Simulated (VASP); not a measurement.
# CsH (I4mm) in VASP: further runs

CsH is run at these levels: r2SCAN; tasks: single point.

All numbers are computed with VASP 6.6.1; they aren't measurements. Logs are shortened: lines on timing, memory, paths and dates and some standing lists are left out, and cuts for length are marked.

## (1) The cell of the first run

Symmetry: I4mm, No. 107, tetragonal system. The conventional cell has a = 4.509 Å, b = 4.509 Å, c = 6.376 Å, α = 90.00°, β = 90.00°, γ = 90.00°. Within 3.5 Å of Cs (site symmetry 4mm) lie 5 H at 2.69 to 3.23 Å. Within 3.5 Å of H (site symmetry 4mm) lie 5 Cs at 2.69 to 3.23 Å.

## (2) Single point, r2SCAN (all Cs atoms moved -0.500 Å, as atom 1 along Cartesian [0 0 1])

Input file POSCAR:

```
CsH
1.0
    0.0000000000      3.1880000000      3.1880000000
    3.1880000000      0.0000000000      3.1880000000
    3.1880000000      3.1880000000      0.0000000000
Cs H
1 1
Direct
   -0.0784190715     -0.0784190715      0.0784190715
    0.5000000000      0.5000000000      0.5000000000
```

Input file INCAR.step1:

```
SYSTEM = CsH
ALGO = Normal ; EDIFF = 1E-4
ENCUT = 520 ; GGA = PE
ISMEAR = 0 ; LASPH = .True.
LCHARG = .False. ; LREAL = .False.
LWAVE = .True. ; NBANDS = 12
NELM = 80 ; PREC = Accurate
SIGMA = 0.05
```

Input file INCAR.step2:

```
SYSTEM = CsH
ALGO = Normal ; EDIFF = 1E-6
ENCUT = 520 ; ISIF = 2
ISMEAR = 0 ; ISTART = 1
LASPH = .True. ; LCHARG = .False.
LMIXTAU = .True. ; LREAL = .False.
LWAVE = .False. ; METAGGA = R2SCAN
NBANDS = 12 ; NELM = 80
PREC = Accurate ; SIGMA = 0.05
```

Input file KPOINTS:

```
k-points
0
Gamma
  6 6 6
  0 0 0
```

Potentials or basis: VASP PAW PBE potentials, release 64 (Cs_sv, H).

Launch:

```bash
$ cat potpaw_PBE.64/Cs_sv/POTCAR potpaw_PBE.64/H/POTCAR > POTCAR
$ cp INCAR.step1 INCAR
$ mpirun -np 1 vasp_std > vasp.out
$ cp INCAR.step2 INCAR
$ mpirun -np 1 vasp_std > vasp.out
```

OUTCAR:

```text
SYSTEM = CsH
   EDIFF = 1E-6
   ENCUT = 520
   ISIF = 2
   ISMEAR = 0
   ISTART = 1
   LASPH = .True.
   LREAL = .False.
   METAGGA = R2SCAN
   NELM = 80
   PREC = Accurate

 ion  position               nearest neighbor table
   1  0.922  0.922  0.078-
   2  0.500  0.500  0.500-

  LATTYP: Found a face centered cubic cell.
 ALAT       =     6.3760000000

  Lattice vectors:

 A1 = (   0.0000000000,   3.1880000000,   3.1880000000)
 A2 = (   3.1880000000,   0.0000000000,   3.1880000000)
 A3 = (   3.1880000000,   3.1880000000,   0.0000000000)

Analysis of symmetry for initial positions (statically):
=====================================================================
 Subroutine PRICEL returns:
 Original cell was already a primitive cell.

 Routine SETGRP: Setting up the symmetry group for a
 face centered cubic supercell.

 Subroutine GETGRP returns: Found  8 space group operations
 (whereof  8 operations were pure point group operations)
 out of a pool of 48 trial point group operations.

The static configuration has the point symmetry C_4v.

Analysis of symmetry for dynamics (positions and initial velocities):
=====================================================================
 Subroutine PRICEL returns:
 Original cell was already a primitive cell.

 Routine SETGRP: Setting up the symmetry group for a
 face centered cubic supercell.

 Subroutine GETGRP returns: Found  8 space group operations
 (whereof  8 operations were pure point group operations)
 out of a pool of 48 trial point group operations.

The dynamic configuration has the point symmetry C_4v.

 Subroutine INISYM returns: Found  8 space group operations
 (whereof  8 operations are pure point group operations),
 and found     1 'primitive' translations

----------------------------------------------------------------------------------------

                                     Primitive cell

  volume of cell :      64.8015

  direct lattice vectors                    reciprocal lattice vectors
     0.000000000  3.188000000  3.188000000    -0.156838143  0.156838143  0.156838143
     3.188000000  0.000000000  3.188000000     0.156838143 -0.156838143  0.156838143
     3.188000000  3.188000000  0.000000000     0.156838143  0.156838143 -0.156838143

  length of vectors
     4.508512837  4.508512837  4.508512837     0.271651632  0.271651632  0.271651632

  position of ions in fractional coordinates (direct lattice)
     0.921580928  0.921580928  0.078419072
     0.500000000  0.500000000  0.500000000

  ion indices of the primitive-cell ions
   primitive index   ion index
                 1           1
                 2           2

----------------------------------------------------------------------------------------

 KPOINTS: k-points

Automatic generation of k-mesh.
 Grid dimensions read from file:
 generate k-points for:    6    6    6

 Generating k-lattice:

  Cartesian coordinates                     Fractional coordinates (reciprocal lattice)
    -0.026139691  0.026139691  0.026139691     0.166666667  0.000000000  0.000000000
     0.026139691 -0.026139691  0.026139691     0.000000000  0.166666667  0.000000000
     0.026139691  0.026139691 -0.026139691     0.000000000  0.000000000  0.166666667

  Length of vectors
     0.045275272  0.045275272  0.045275272

  Shift w.r.t. Gamma in fractional coordinates (k-lattice)
     0.000000000  0.000000000  0.000000000

 Subroutine IBZKPT returns following result:
 ===========================================

 Found     30 irreducible k-points:

 Following reciprocal coordinates:
            Coordinates               Weight
  0.000000  0.000000  0.000000      1.000000
  0.166667  0.000000  0.000000      8.000000
  0.333333  0.000000  0.000000      8.000000
  0.500000  0.000000  0.000000      4.000000
  0.166667  0.166667  0.000000      2.000000
  0.000000  0.166667  0.166667      4.000000
[... 16 lines left out ...]
  0.500000  0.333333  0.166667      8.000000
  0.166667  0.500000  0.333333      8.000000
 [... further k-points ...]
   k-points           NKPTS =     30   k-points in BZ     NKDIM =     30   number of bands    NBANDS=     12
   number of dos      NEDOS =    301   number of ions     NIONS =      2
   total plane-waves  NPLWV =  46656
   dimension x,y,z NGX =    36 NGY =   36 NGZ =   36
   dimension x,y,z NGXF=    72 NGYF=   72 NGZF=   72
   ions per type =               1   1
   NGX,Y,Z   is equivalent  to a cutoff of  13.27, 13.27, 13.27 a.u.
   NGXF,Y,Z  is equivalent  to a cutoff of  26.55, 26.55, 26.55 a.u.
 SYSTEM =  CsH
   PREC   = accura    normal or accurate (medium, high low for compatibility)
   ISTART =      1    job   : 0-new  1-cont  2-samecut
   ICHARG =      0    charge: 1-file 2-atom 10-const
   ISPIN  =      1    spin polarized calculation?
   LNONCOLLINEAR =      F non collinear calculations
   LSORBIT =      F    spin-orbit coupling
   LASPH  =      T    aspherical Exc in radial PAW
   ENCUT  =  520.0 eV  38.22 Ry    6.18 a.u.   8.38  8.38  8.38*2*pi/ulx,y,z
   NELM   =     80;   NELMIN=  2; NELMDL=  0     # of ELM steps
   EDIFF  = 0.1E-05   stopping-criterion for ELM
   LREAL  =      F    real-space projection
   EDIFFG = 0.1E-04   stopping-criterion for IOM
   NSW    =      0    number of steps for IOM
   IBRION =     -1    ionic relax: 0-MD 1-quasi-New 2-CG
   NFREE  =      0    steps in history (QN), initial steepest desc. (CG)
   ISIF   =      2    stress and relaxation
   ISYM   =      2    0-nonsym 1-usesym 2-fastsym
   POTIM  = 0.5000    time-step for ionic-motion
   TEBEG  =    0.0;   TEEND  =   0.0 temperature during run
   PSTRESS=    0.0 pullay stress
   NELECT =      10.0000    total number of electrons
   NUPDOWN=      -1.0000    fix difference up-down
   EMIN   =  10.00;   EMAX   =-10.00  energy-range for DOS
   EFERMI =   0.00;   METHOD = LEGACY
   ISMEAR =     0;   SIGMA  =   0.05  broadening in eV -4-tet -1-fermi 0-gaus
   EFERMI_NEDOS =   21; number of points for ismear=-14 and -15
   IALGO  =     38    algorithm
   IMIX   =      4    mixing-type and parameters
     AMIX     =   0.40;   BMIX     =  1.00
     AMIX_MAG =   1.60;   BMIX_MAG =  1.00
  volume/ion in A,a.u.               =      32.40       218.65
  Fermi-wavevector in a.u.,A,eV,Ry     =   0.878105  1.659378 10.491026  0.771069
  Thomas-Fermi vector in A             =   1.998146
   LORBIT       =      0    0 simple, 1 ext, 2 COOP (PROOUT), +10 PAW based schemes
   METAGGA = R2SCAN    functional components
   LHFCALC =     F    Hartree Fock is set to
   AEXX    =    0.0000 exact exchange contribution
   IVDW    =     0    specifies the selected vdW correction
   LEPSILON=     F    determine dielectric tensor
   LRPA    =     F    only Hartree local field effects (RPA)
 non-spin polarized calculation
 Gauss-broadening in eV      SIGMA  =   0.05
  energy-cutoff  :      520.00
  volume of cell :       64.80
 maximum number of plane-waves:      1807
 NGX is ok and might be reduce to    36
   NGX = 17   NGY = 17   NGZ = 17

 number of electron      10.0000001 magnetization

 Free energy of the ion-electron system (eV)
  ---------------------------------------------------
  ext. energy  EPLUGINS =         0.00000000
  ---------------------------------------------------
  free energy    TOTEN  =       -28.89024331 eV

  energy without entropy =      -28.89024331  energy(sigma->0) =      -28.89024331

 E-fermi :   0.0708     XC(G=0):  -7.5328

 val. band max:       -0.1705784897   @ k =   0.5000   0.0000   0.0000
 cond. band min:       2.6662502381   @ k =   0.5000   0.0000   0.0000
 fundamental gap:      2.8368287278
 Fermi energy:         0.0707780999

 k-point     1 :       0.0000    0.0000    0.0000
  band No.  band energies     occupation
      1     -22.1433      2.00000
      2      -8.2432      2.00000
      3      -8.2432      2.00000
      4      -8.2342      2.00000
      5      -1.7170      2.00000
      6       5.5396      0.00000
      7       5.5396      0.00000
      8       5.5894      0.00000
      9       5.8386      0.00000
     10       7.4926      0.00000
     11       7.5348      0.00000
     12       9.1202      0.00000

 k-point     2 :       0.1667    0.0000    0.0000
  band No.  band energies     occupation
      1     -22.1230      2.00000
      2      -8.4789      2.00000
      3      -8.2672      2.00000
      4      -8.2584      2.00000
      5      -1.3292      2.00000
      6       4.5500      0.00000
      7       5.5341      0.00000
      8       5.7022      0.00000
      9       6.0932      0.00000
     10       7.0729      0.00000
     11       7.3357      0.00000
     12      10.2686      0.00000

 k-point     3 :       0.3333    0.0000    0.0000
  band No.  band energies     occupation
      1     -22.0818      2.00000
      2      -8.9002      2.00000
      3      -8.3142      2.00000
      4      -8.3028      2.00000
      5      -0.5715      2.00000
      6       3.2406      0.00000
      7       5.3224      0.00000
      8       5.4062      0.00000
      9       6.8742      0.00000
     10       7.7618      0.00000
     11       7.7635      0.00000
     12      11.9906      0.00000

 k-point     4 :       0.5000    0.0000    0.0000
  band No.  band energies     occupation
      1     -22.0609      2.00000
      2      -9.0908      2.00000
      3      -8.3373      2.00000
      4      -8.3246      2.00000
      5      -0.1706      2.00000
      6       2.6663      0.00000
      7       5.1623      0.00000
      8       5.1652      0.00000
      9       7.7412      0.00000
     10       8.7322      0.00000
     11       8.8211      0.00000
     12      10.2985      0.00000

 k-point     5 :       0.1667    0.1667    0.0000
  band No.  band energies     occupation
      1     -22.1161      2.00000
      2      -8.4705      2.00000
      3      -8.3133      2.00000
      4      -8.3133      2.00000
      5      -1.2316      2.00000
      6       4.7160      0.00000
      7       4.7419      0.00000
      8       5.9351      0.00000
      9       5.9351      0.00000
     10       7.5682      0.00000
     11       7.7759      0.00000
     12      10.7264      0.00000
[... 228 lines left out ...]
      1     -22.0341      2.00000
      2      -8.9763      2.00000
      3      -8.5153      2.00000
      4      -8.5153      2.00000
      5      -1.1568      2.00000
      6       3.3954      0.00000
      7       5.6569      0.00000
      8       8.8885      0.00000
      9       8.8885      0.00000
     10       8.9554      0.00000
     11       9.0107      0.00000
     12       9.2964      0.00000

 k-point    22 :       0.0000    0.5000    0.5000
  band No.  band energies     occupation
      1     -22.0352      2.00000
      2      -8.9553      2.00000
      3      -8.5195      2.00000
      4      -8.5125      2.00000
      5      -1.1832      2.00000
      6       3.3546      0.00000
      7       5.9759      0.00000
      8       7.2975      0.00000
      9       8.9504      0.00000
     10       8.9797      0.00000
     11       9.2649      0.00000
     12       9.3014      0.00000

 k-point    23 :       0.5000    0.3333    0.1667
  band No.  band energies     occupation
      1     -22.0545      2.00000
      2      -8.8714      2.00000
      3      -8.5552      2.00000
      4      -8.4061      2.00000
      5      -0.6586      2.00000
      6       4.0377      0.00000
      7       4.1151      0.00000
      8       6.1277      0.00000
      9       7.3362      0.00000
     10       8.4354      0.00000
     11       9.5014      0.00000
     12      10.6237      0.00000

 k-point    24 :       0.1667    0.5000    0.3333
  band No.  band energies     occupation
      1     -22.0551      2.00000
      2      -8.8616      2.00000
      3      -8.5538      2.00000
      4      -8.4072      2.00000
      5      -0.6767      2.00000
      6       4.0835      0.00000
      7       4.1232      0.00000
      8       5.9153      0.00000
      9       7.3726      0.00000
     10       8.5254      0.00000
     11       9.4580      0.00000
     12      10.6777      0.00000

 [... further k-points ...]
[... 5 lines left out ...]
  --------------------------------------------------------------------------------------
  -------------------------------------------------------------------------------------
  Total       -0.1059400     -0.1059400      1.0160316      0.0000000     -0.0000000      0.0000000
  in kB       -2.6193019     -2.6193019     25.1207645      0.0000000     -0.0000000      0.0000000
  external PRESSURE =       6.6273869 kB  Pullay stress =       0.0000000 kB

 VOLUME and BASIS-vectors are now :
 -----------------------------------------------------------------------------
  energy-cutoff  :      520.00
  volume of cell :       64.80
      direct lattice vectors                 reciprocal lattice vectors
     0.000000000  3.188000000  3.188000000    -0.156838143  0.156838143  0.156838143
     3.188000000  0.000000000  3.188000000     0.156838143 -0.156838143  0.156838143
     3.188000000  3.188000000  0.000000000     0.156838143  0.156838143 -0.156838143

 POSITION                                       TOTAL-FORCE (eV/Angst)
 -----------------------------------------------------------------------------------
      3.18800      3.18800      5.87600         0.000000      0.000000      0.486653
      3.18800      3.18800      3.18800         0.000000      0.000000     -0.486653
 -----------------------------------------------------------------------------------
    total drift:                                0.000000      0.000000      0.000347

  FREE ENERGIE OF THE ION-ELECTRON SYSTEM (eV)
  ---------------------------------------------------
  free  energy   TOTEN  =       -28.8902433087 eV

  energy  without entropy=      -28.8902433087  energy(sigma->0) =      -28.89024331
```

Wall time 2.5 min (1 thread of Intel Xeon 8259CL, shared host); peak memory 0.22 GiB.

What came out:

```
Free energy            : -28.8902 eV
Pressure               : 0.7 GPa
Largest force          : 0.487 eV/Å
Band gap on the k mesh : 2.84 eV, direct
```

Forces in eV/Å, atoms in the order of the input:
```
Cs   0.000  0.000  0.487
H    0.000  0.000 -0.487
```

Caveat: the cell differs from its parent crystal (all Cs atoms moved -0.500 Å, as atom 1 along Cartesian [0 0 1]); the PAW data sets were made with another functional, which shifts forces and pressure a little; spin-orbit coupling is left out, which moves the levels of the heavy elements. A k mesh can miss the band edges.

(Part 1 of 2 ends here.)
